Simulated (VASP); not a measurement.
Runs of VASP 6.6.1 on BAs. Symmetry: Pm-3m, No. 221, cubic system. Conventional cell: a = 2.925 Å, b = 2.925 Å, c = 2.925 Å, α = 90.00°, β = 90.00°, γ = 90.00°. B (site symmetry m-3m) has 8 As at 2.53 Å and 6 B at 2.93 Å within 3.3 Å. Within 3.3 Å of As (site symmetry m-3m) lie 8 B at 2.53 Å and 6 As at 2.93 Å. 

```tsv
level	potentials or basis	spin	k mesh	cutoff (eV)	smearing	second run	gap on the mesh (eV)	pressure (GPa)
r2SCAN	VASP PAW PBE potentials, release 64 (B, As)	off	6 × 6 × 6, shifted	520	fermi-dirac 0.02 eV	-	none	-0.5
r2SCAN+D3(BJ)	VASP PAW PBE potentials, release 64 (B, As)	off	6 × 6 × 6	520	fermi-dirac 0.02 eV	-	none	-0.2
r2SCAN	VASP PAW PBE potentials, release 64 (B, As)	off	6 × 6 × 6	520	fermi-dirac 0.02 eV	-	none	2.0
r2SCAN	VASP PAW PBE potentials, release 64 (B, As)	collinear, zero start	6 × 6 × 6	520	fermi-dirac 0.02 eV	-	none	2.0
r2SCAN	VASP PAW PBE potentials, release 64 (B, As)	off	6 × 6 × 6	520	methfessel-paxton 0.001 eV	-	none	2.0
r2SCAN	VASP PAW PBE potentials, release 64 (B, As_d)	off	6 × 6 × 6, shifted	660	fermi-dirac 0.02 eV	valence_matched	none	(a)
```

Alike in all rows: task single point; cell as given.

**Question.** Estimate the missing entries.

**Answer.** (a) -0.7.

Caveats: the PAW data sets were made with another functional, which shifts forces and pressure a little; pairwise dispersion overbinds metals, which lowers pressure and volume (some runs).

A k mesh can miss the band edges, and the runs leave out spin-orbit coupling on As.

A gap of «none» marks levels without a gap at the run's occupations.

The runs don't all hold the same shells in valence.
